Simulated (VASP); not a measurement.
# Na2Sb (P4/mmm) in VASP: further runs

Na2Sb is run at these levels: PBE; tasks: single point, relaxation of cell and atoms.

Program: VASP 6.6.1. These are calculated values, not measurements. Logs are shortened: lines on timing, memory, paths and dates and some standing lists are left out, and cuts for length are marked.

## (1) The cell of the first run

The structure is tetragonal, space group P4/mmm (No. 123). Conventional cell: a = 5.411 Å, b = 5.411 Å, c = 3.457 Å, α = 90.00°, β = 90.00°, γ = 90.00°. Na (site symmetry mmm) has 4 Sb at 3.21 Å and 6 Na at 3.46 to 3.83 Å within 4.2 Å. Within 4.2 Å of Sb (site symmetry 4/mmm) lie 8 Na at 3.21 Å and 2 Sb at 3.46 Å.

The cell was built from a structure type or drawn by symmetry, and may not be a known phase.

## (2) Single point, PBE

Input file INCAR:

```
SYSTEM = Na2Sb
  PREC = Accurate
  ENCUT = 520
  EDIFF = 1E-6
  ISMEAR = 0
  SIGMA = 0.1
  LREAL = .False.
  LASPH = .True.
  NELM = 100
  ALGO = Normal
  ISIF = 2
  LWAVE = .False.
  LCHARG = .True.
  GGA = PE
  LELF = .True.
  LVHAR = .True.
  NBANDS = 16
```

Input file KPOINTS:

```
Automatic mesh
0
Gamma
  8 8 14
  0 0 0
```

Input file POSCAR:

```
Na2Sb
1.0
    5.4114708691      0.0000000000      0.0000000000
    0.0000000000      5.4114708691      0.0000000000
    0.0000000000      0.0000000000      3.4569057063
Na Sb
2 1
Direct
    0.5000000000      0.0000000000      0.5000000000
    0.0000000000      0.5000000000      0.5000000000
    0.0000000000      0.0000000000      0.0000000000
```

Potentials or basis: VASP PAW PBE potentials, release 64 (Na_pv, Sb).

On the command line:

```console
$ cat potpaw_PBE.64/Na_pv/POTCAR potpaw_PBE.64/Sb/POTCAR > POTCAR
$ mpirun -np 1 vasp_std > vasp.out
```

OUTCAR:

```text
SYSTEM = Na2Sb
   PREC = Accurate
   ENCUT = 520
   EDIFF = 1E-6
   ISMEAR = 0
   LREAL = .False.
   LASPH = .True.
   NELM = 100
   ISIF = 2
   GGA = PE

 ion  position               nearest neighbor table
   1  0.500  0.000  0.500-   3 3.21   3 3.21   3 3.21   3 3.21
   2  0.000  0.500  0.500-   3 3.21   3 3.21   3 3.21   3 3.21
   3  0.000  0.000  0.000-   1 3.21   2 3.21   1 3.21   2 3.21   2 3.21   2 3.21   1 3.21   1 3.21

  LATTYP: Found a simple tetragonal cell.
 ALAT       =     5.4114708691
 C/A-ratio  =     0.6388107392

  Lattice vectors:

 A1 = (   5.4114708691,   0.0000000000,   0.0000000000)
 A2 = (   0.0000000000,   5.4114708691,   0.0000000000)
 A3 = (   0.0000000000,   0.0000000000,   3.4569057063)

Analysis of symmetry for initial positions (statically):
=====================================================================
 Subroutine PRICEL returns:
 Original cell was already a primitive cell.

 Routine SETGRP: Setting up the symmetry group for a
 simple tetragonal supercell.

 Subroutine GETGRP returns: Found 16 space group operations
 (whereof 16 operations were pure point group operations)
 out of a pool of 16 trial point group operations.

The static configuration has the point symmetry D_4h.

Analysis of symmetry for dynamics (positions and initial velocities):
=====================================================================
 Subroutine PRICEL returns:
 Original cell was already a primitive cell.

 Routine SETGRP: Setting up the symmetry group for a
 simple tetragonal supercell.

 Subroutine GETGRP returns: Found 16 space group operations
 (whereof 16 operations were pure point group operations)
 out of a pool of 16 trial point group operations.

The dynamic configuration has the point symmetry D_4h.

 Subroutine INISYM returns: Found 16 space group operations
 (whereof 16 operations are pure point group operations),
 and found     1 'primitive' translations

----------------------------------------------------------------------------------------

                                     Primitive cell

  volume of cell :     101.2321

  direct lattice vectors                    reciprocal lattice vectors
     5.411470869  0.000000000  0.000000000     0.184792642  0.000000000  0.000000000
[... 80 lines left out ...]
   ISTART =      0    job   : 0-new  1-cont  2-samecut
   ICHARG =      2    charge: 1-file 2-atom 10-const
   ISPIN  =      1    spin polarized calculation?
   LNONCOLLINEAR =      F non collinear calculations
   LSORBIT =      F    spin-orbit coupling
   LASPH  =      T    aspherical Exc in radial PAW
   ENCUT  =  520.0 eV  38.22 Ry    6.18 a.u.  10.06 10.06  6.43*2*pi/ulx,y,z
   NELM   =    100;   NELMIN=  2; NELMDL= -5     # of ELM steps
   EDIFF  = 0.1E-05   stopping-criterion for ELM
   LREAL  =      F    real-space projection
   EDIFFG = 0.1E-04   stopping-criterion for IOM
   NSW    =      0    number of steps for IOM
   IBRION =     -1    ionic relax: 0-MD 1-quasi-New 2-CG
   NFREE  =      0    steps in history (QN), initial steepest desc. (CG)
   ISIF   =      2    stress and relaxation
   ISYM   =      2    0-nonsym 1-usesym 2-fastsym
   POTIM  = 0.5000    time-step for ionic-motion
   TEBEG  =    0.0;   TEEND  =   0.0 temperature during run
   PSTRESS=    0.0 pullay stress
   NELECT =      19.0000    total number of electrons
   NUPDOWN=      -1.0000    fix difference up-down
   EMIN   =  10.00;   EMAX   =-10.00  energy-range for DOS
   EFERMI =   0.00;   METHOD = LEGACY
   ISMEAR =     0;   SIGMA  =   0.10  broadening in eV -4-tet -1-fermi 0-gaus
   EFERMI_NEDOS =   21; number of points for ismear=-14 and -15
   IALGO  =     38    algorithm
   IMIX   =      4    mixing-type and parameters
     AMIX     =   0.40;   BMIX     =  1.00
     AMIX_MAG =   1.60;   BMIX_MAG =  1.00
  volume/ion in A,a.u.               =      33.74       227.72
  Fermi-wavevector in a.u.,A,eV,Ry     =   0.937317  1.771273 11.953585  0.878564
  Thomas-Fermi vector in A             =   2.064416
   LORBIT       =      0    0 simple, 1 ext, 2 COOP (PROOUT), +10 PAW based schemes
   GGA     = PE    functional components
   LHFCALC =     F    Hartree Fock is set to
   AEXX    =    0.0000 exact exchange contribution
   IVDW    =     0    specifies the selected vdW correction
   LEPSILON=     F    determine dielectric tensor
   LRPA    =     F    only Hartree local field effects (RPA)
 non-spin polarized calculation
 Gauss-broadening in eV      SIGMA  =   0.10
  energy-cutoff  :      520.00
  volume of cell :      101.23
 maximum number of plane-waves:      2752
   NGX = 21   NGY = 21   NGZ = 13

 number of electron      18.9999985 magnetization

 Free energy of the ion-electron system (eV)
  ---------------------------------------------------
  ext. energy  EPLUGINS =         0.00000000
  ---------------------------------------------------
  free energy    TOTEN  =        -7.74373475 eV

  energy without entropy =       -7.73593588  energy(sigma->0) =       -7.73983532

 E-fermi :   1.9284     XC(G=0):  -7.2101

 val. band max:        1.9247766153   @ k =   0.0000   0.0000   0.0000
 cond. band min:       1.9342432154   @ k =   0.5000   0.1250   0.5000
 fundamental gap:      0.0094666001
 Fermi energy:         1.9284332122

 k-point     1 :       0.0000    0.0000    0.0000
  band No.  band energies     occupation
      1     -22.5090      2.00000
      2     -22.5090      2.00000
      3     -22.4292      2.00000
      4     -22.4267      2.00000
      5     -22.4257      2.00000
      6     -22.4257      2.00000
[... 433 lines left out ...]
      3     -22.4307      2.00000
      4     -22.4299      2.00000
      5     -22.4299      2.00000
      6     -22.4225      2.00000
[... 8 lines left out ...]
     15       8.7645      0.00000
     16      10.0732      0.00000

 [... further k-points ...]
[... 5 lines left out ...]
  --------------------------------------------------------------------------------------
  -------------------------------------------------------------------------------------
  Total        0.0153142      0.0153142      0.0166592      0.0000000     -0.0000000      0.0000000
  in kB        0.2423744      0.2423744      0.2636613      0.0000000     -0.0000000      0.0000000
  external PRESSURE =       0.2494700 kB  Pullay stress =       0.0000000 kB

 VOLUME and BASIS-vectors are now :
 -----------------------------------------------------------------------------
  energy-cutoff  :      520.00
  volume of cell :      101.23
      direct lattice vectors                 reciprocal lattice vectors
     5.411470869  0.000000000  0.000000000     0.184792642  0.000000000  0.000000000
     0.000000000  5.411470869  0.000000000     0.000000000  0.184792642  0.000000000
     0.000000000  0.000000000  3.456905706     0.000000000  0.000000000  0.289276042

 POSITION                                       TOTAL-FORCE (eV/Angst)
 -----------------------------------------------------------------------------------
      2.70574      0.00000      1.72845         0.000000      0.000000      0.000000
      0.00000      2.70574      1.72845         0.000000      0.000000      0.000000
      0.00000      0.00000      0.00000         0.000000      0.000000      0.000000
 -----------------------------------------------------------------------------------
    total drift:                               -0.000000     -0.000000     -0.000000

  FREE ENERGIE OF THE ION-ELECTRON SYSTEM (eV)
  ---------------------------------------------------
  free  energy   TOTEN  =        -7.7437347548 eV

  energy  without entropy=       -7.7359358757  energy(sigma->0) =       -7.73983532
```

OSZICAR:

```text
N       E                     dE             d eps       ncg     rms          rms(c)
DAV:   1     0.125112233298E+03    0.12511E+03   -0.90116E+03  3840   0.104E+03
DAV:   2    -0.148943347683E+01   -0.12660E+03   -0.12459E+03  4264   0.298E+02
DAV:   3    -0.804880183115E+01   -0.65594E+01   -0.65249E+01  4920   0.760E+01
DAV:   4    -0.815405210376E+01   -0.10525E+00   -0.10516E+00  4688   0.102E+01
DAV:   5    -0.815747621436E+01   -0.34241E-02   -0.34241E-02  5136   0.177E+00    0.242E+00
DAV:   6    -0.783601826331E+01    0.32146E+00   -0.32949E-01  4320   0.236E+00    0.140E+00
DAV:   7    -0.773897754604E+01    0.97041E-01   -0.34676E-01  4680   0.210E+00    0.504E-01
DAV:   8    -0.774364398850E+01   -0.46664E-02   -0.27028E-02  4032   0.123E+00    0.143E-01
DAV:   9    -0.774306377097E+01    0.58022E-03   -0.45415E-03  4688   0.439E-01    0.684E-02
DAV:  10    -0.774358212501E+01   -0.51835E-03   -0.63895E-04  4200   0.144E-01    0.642E-02
DAV:  11    -0.774370681284E+01   -0.12469E-03   -0.48397E-04  4304   0.929E-02    0.105E-02
DAV:  12    -0.774373224296E+01   -0.25430E-04   -0.57302E-05  4328   0.471E-02    0.638E-03
DAV:  13    -0.774373450277E+01   -0.22598E-05   -0.23437E-06  4640   0.101E-02    0.592E-03
DAV:  14    -0.774373475477E+01   -0.25200E-06   -0.51383E-07  3784   0.294E-03
   1 F= -.77437348E+01 E0= -.77398353E+01  d E =-.779888E-02
```

stdout:

```text
POSCAR found type information on POSCAR NaSb
 POSCAR found :  2 types and       3 ions
 scaLAPACK will be used
 LDA part: xc-table for (Slater+PW92), standard interpolation
 POSCAR, INCAR and KPOINTS ok, starting setup
 FFT: planning ... GRIDC
 FFT: planning ... GRID_SOFT
 FFT: planning ... GRID
 WAVECAR not read
 entering main loop
```

It took 1.9 min on 1 thread of Intel Xeon 6975P-C (Granite Rapids), shared host; peak memory 0.31 GiB.

What came out:

```
Free energy            : -7.7437 eV
Pressure               : 0.0 GPa
Band gap on the k mesh : zero (an odd number of electrons rules out a gap without spin polarisation)
```

Caveat: spin-orbit coupling is left out, which moves the levels of the heavy elements.

## (3) Relaxation of cell and atoms, PBE

This run uses another cell than the first one, of 33.41 Å³/atom.

Input file INCAR:

```
SYSTEM = Na2Sb
PREC = Accurate
ENCUT = 600
EDIFF = 1E-6
ISMEAR = 0
SIGMA = 0.1
LREAL = .False.
LASPH = .True.
NELM = 100
ALGO = Normal
ISIF = 3
LWAVE = .False.
LCHARG = .False.
GGA = PE
IBRION = 2
NSW = 100
EDIFFG = -0.01
```

Input file KPOINTS:

```
regular mesh
0
Gamma
  8 8 14
  0 0 0
```

Input file POSCAR:

```
Na2Sb
1.0
    5.4469111087      0.0000000000      0.0000000000
    0.0000000000      5.4469111087      0.0000000000
    0.0000000000      0.0000000000      3.3782492216
Na Sb
2 1
Direct
    0.5000000000      0.0000000000      0.5000000000
    0.0000000000      0.5000000000      0.5000000000
    0.0000000000      0.0000000000      0.0000000000
```

Potentials or basis: VASP PAW PBE potentials, release 64 (Na_pv, Sb).

On the command line:

```console
$ cat potpaw_PBE.64/Na_pv/POTCAR potpaw_PBE.64/Sb/POTCAR > POTCAR
$ mpirun -np 1 vasp_std > vasp.out
```

Run time: 6.8 min. Hardware: 1 thread of Intel Xeon 6975P-C (Granite Rapids), shared host; peak memory 0.38 GiB.

It converged, with:

| Property | Result |
| --- | --- |
| Free energy | -7.7437 eV |
| Relaxed volume | 33.78 Å³/atom |
| Relaxed cell | a = 5.415 Å, b = 5.415 Å, c = 3.457 Å, α = 90.00°, β = 90.00°, γ = 90.00° |
| Space group after relaxing (to 0.1 Å) | P4/mmm (No. 123) |
| Energy gained by relaxing | 2.1 meV/atom |
| Ionic steps | 6 |
| Pressure after relaxing | 0.0 GPa |
| Band gap on the k mesh | zero (an odd number of electrons rules out a gap without spin polarisation) |

Step by step:
| step | energy change (eV) | largest force (eV/Å) | pressure (GPa) | volume (Å³) |
| --- | --- | --- | --- | --- |
| 1 | 0.0000 | 0.0000 | 0.27 | 100.23 |
| 2 | -0.0039 | 0.0000 | 0.09 | 101.04 |
| 3 | -0.0058 | 0.0000 | -0.17 | 102.32 |
| 4 | -0.0058 | 0.0000 | -0.14 | 102.16 |
| 5 | -0.0063 | 0.0000 | -0.06 | 101.71 |
| 6 | -0.0064 | 0.0000 | 0.01 | 101.35 |

Final structure:
```cif
data_structure
_symmetry_space_group_name_H-M 'P 1'
_symmetry_Int_Tables_number 1
_cell_length_a 5.4146
_cell_length_b 5.4146
_cell_length_c 3.4569
_cell_angle_alpha 90.000
_cell_angle_beta 90.000
_cell_angle_gamma 90.000
_cell_volume 101.35
loop_
_atom_site_label
_atom_site_type_symbol
_atom_site_fract_x
_atom_site_fract_y
_atom_site_fract_z
_atom_site_occupancy
Na1 Na 0.50000 0.00000 0.50000 1
Na2 Na 0.00000 0.50000 0.50000 1
Sb1 Sb 0.00000 0.00000 0.00000 1
```

Levels at points of the mesh, in eV from the Fermi level:
```
           k point  band 6  band 7  band 8  band 9  band 10  band 11  band 12  band 13
(0.00, 0.00, 0.00)  -24.36   -9.19   -1.52   -1.52    -0.01     2.29     3.22     5.58
(0.50, 0.00, 0.00)  -24.36   -9.06   -2.95   -1.36     1.69     2.60     3.26     3.26
(0.50, 0.50, 0.00)  -24.35   -8.95   -2.62   -2.62     0.46     3.28     5.53     5.53
(0.00, 0.00, 0.50)  -24.35   -7.47   -3.34    0.04     0.04     2.90     3.41     4.11
(0.50, 0.00, 0.50)  -24.35   -7.41   -3.14   -0.93     0.17     1.85     4.06     4.56
(0.50, 0.50, 0.50)  -24.34   -7.36   -2.97   -0.71    -0.71     2.72     2.72     3.35
```

Caveat: spin-orbit coupling is left out, which moves the levels of the heavy elements.

## (4) Single point, PBE

Input file INCAR:

```
SYSTEM = Na2Sb
PREC     = Accurate       ! precision mode
ENCUT    = 520            ! plane-wave cutoff, eV
EDIFF    = 1E-7           ! SCF threshold, eV
ISMEAR   = 0              ! smearing method
SIGMA    = 0.1            ! smearing width, eV
LREAL    = .False.        ! projectors in reciprocal space
LASPH    = .True.         ! aspherical terms in the spheres
NELM     = 100            ! most SCF steps
ALGO     = Normal         ! electronic algorithm
ISIF     = 2              ! what is computed and relaxed
LWAVE    = .False.        ! write WAVECAR
LCHARG   = .False.        ! write CHGCAR
GGA      = PE             ! functional
NBANDS   = 16             ! bands
```

Input file KPOINTS:

```
regular mesh
0
Gamma
  10 10 14
  0 0 0
```

Input file POSCAR:

```
Na2Sb
1.0
    5.4114708691      0.0000000000      0.0000000000
    0.0000000000      5.4114708691      0.0000000000
    0.0000000000      0.0000000000      3.4569057063
Na Sb
2 1
Direct
    0.5000000000      0.0000000000      0.5000000000
    0.0000000000      0.5000000000      0.5000000000
    0.0000000000      0.0000000000      0.0000000000
```

On the command line:

```console
$ cat potpaw_PBE.64/Na_pv/POTCAR potpaw_PBE.64/Sb/POTCAR > POTCAR
$ mpirun -np 1 vasp_std > vasp.out
```

Run time: 3.4 min. Hardware: 1 thread of Intel Xeon 6975P-C (Granite Rapids), shared host; peak memory 0.37 GiB.

The run converged. Its results:

- Free energy: -7.7437 eV
- Pressure: 0.0 GPa
- Band gap on the k mesh: zero (an odd number of electrons rules out a gap without spin polarisation)

Levels at points of the mesh, in eV from the Fermi level:
```
           k point  band 7  band 8  band 9  band 10  band 11  band 12
(0.00, 0.00, 0.00)   -9.19   -1.52   -1.52    -0.01     2.29     3.22
(0.50, 0.00, 0.00)   -9.07   -2.95   -1.36     1.69     2.60     3.26
(0.50, 0.50, 0.00)   -8.95   -2.63   -2.63     0.45     3.28     5.54
(0.00, 0.00, 0.50)   -7.47   -3.34    0.04     0.04     2.90     3.41
(0.50, 0.00, 0.50)   -7.41   -3.15   -0.93     0.17     1.85     4.06
(0.50, 0.50, 0.50)   -7.36   -2.97   -0.71    -0.71     2.72     2.72
```

Caveat: spin-orbit coupling is left out, which moves the levels of the heavy elements.

## (5) The runs side by side

```tsv
task	cell	k mesh	cutoff (eV)	gap on the mesh (eV)	pressure (GPa)
single point	a = 5.411, b = 5.411, c = 3.457 Å, 3 atoms	8 × 8 × 14	520	none	0.0
relaxation of cell and atoms	relaxed from a = 5.447, b = 5.447, c = 3.378 Å, 3 atoms	8 × 8 × 14	600	none	0.0
single point	a = 5.411, b = 5.411, c = 3.457 Å, 3 atoms	10 × 10 × 14	520	none	0.0
```

Alike in all rows: level PBE; potentials or basis VASP PAW PBE potentials, release 64 (Na_pv, Sb); no spin polarisation; smearing gaussian 0.1 eV.

Caveats: spin-orbit coupling is left out, which moves the levels of the heavy elements.

Total energies depend on the potentials used, so only differences within one code and one set of settings carry meaning.
